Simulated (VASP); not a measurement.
A run of VASP 6.6.1:

INCAR

```
SYSTEM = Mn3Si
ALGO     = Normal         ! electronic algorithm
EDIFF    = 1E-6           ! SCF threshold, eV
ENCUT    = 520            ! plane-wave cutoff, eV
GGA      = PS             ! functional
ISIF     = 2              ! what is computed and relaxed
ISMEAR   = 1              ! smearing method
ISPIN    = 2              ! spin polarisation
IVDW     = 12             ! dispersion correction
LASPH    = .True.         ! aspherical terms in the spheres
LCHARG   = .False.        ! write CHGCAR
LMAXMIX  = 4              ! l up to which the mixer works
LORBIT   = 11             ! projections on sites
LREAL    = .False.        ! projectors in reciprocal space
LWAVE    = .False.        ! write WAVECAR
MAGMOM   = 2.8 2.8 2.8 0  ! initial moments
NBANDS   = 34             ! bands
NELM     = 150            ! most SCF steps
PREC     = Accurate       ! precision mode
SIGMA    = 0.1            ! smearing width, eV
```

KPOINTS

```
k-points
0
Gamma
  8 8 8
  0 0 0
```

File POSCAR:

```
Mn3Si
1.0
    0.0000000000      2.7416504422      2.7416504422
    2.7416504422      0.0000000000      2.7416504422
    2.7416504422      2.7416504422      0.0000000000
Mn Si
3 1
Direct
    0.5000000000      0.5000000000      0.5000000000
    0.2500000000      0.2500000000      0.2500000000
    0.7500000000      0.7500000000      0.7500000000
    0.0000000000      0.0000000000      0.0000000000
```

Potentials or basis: VASP PAW PBE potentials, release 64 (Mn_pv, Si).

Launch:

```sh
$ cat potpaw_PBE.64/Mn_pv/POTCAR potpaw_PBE.64/Si/POTCAR > POTCAR
$ mpirun -np 1 vasp_std > vasp.out
```

Hardware: 1 thread of Intel Xeon 8259CL (shared host).

Q: Estimate the wall time of this run.

A: Wall time 9.8 min on 1 thread of Intel Xeon 8259CL (shared host), peak memory 0.24 GiB. Counts: scf iterations 53, k points 29.
